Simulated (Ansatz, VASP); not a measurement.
# Two plane-wave programs on CdTe

```xyz
2
Lattice="0.0000 3.3837 3.3837 3.3837 0.0000 3.3837 3.3837 3.3837 0.0000" Properties=species:S:1:pos:R:3 pbc="T T T"
Cd    0.0000    0.0000    0.0000
Te    1.6919    1.6919    1.6919
```

Alike in both runs: task single point; functional r2SCAN; k mesh 8 × 8 × 8; occupations gaussian, width 0.02 eV; no spin polarisation.

```csv
,VASP,Ansatz
version,VASP 6.6.1,Ansatz 0.2.0
potentials or method,"VASP PAW PBE potentials, release 64 (Cd, Te), cutoff 520 eV","scalar-relativistic, plane waves, PAW"
valence electrons in the cell,18,36
```

Ansatz gave:

```
gap on the k mesh at the Fermi level (eV) : 0.87
least direct gap on the mesh (eV)         : 0.87
pressure (GPa)                            : -3.1
```

What did VASP give for the same quantities?

gap on the k mesh at the Fermi level (eV): 0.86; least direct gap on the mesh (eV): 0.86; pressure (GPa): -3.0.

VASP's potentials were made for PBE, not for r2SCAN. The functional is the same, so the differences come from potentials, cutoffs and numerics. VASP's potentials hold 18 valence electrons a cell and Ansatz's 36, so a difference there can come from the potentials and not from the codes.

Neither program's run includes spin-orbit coupling.
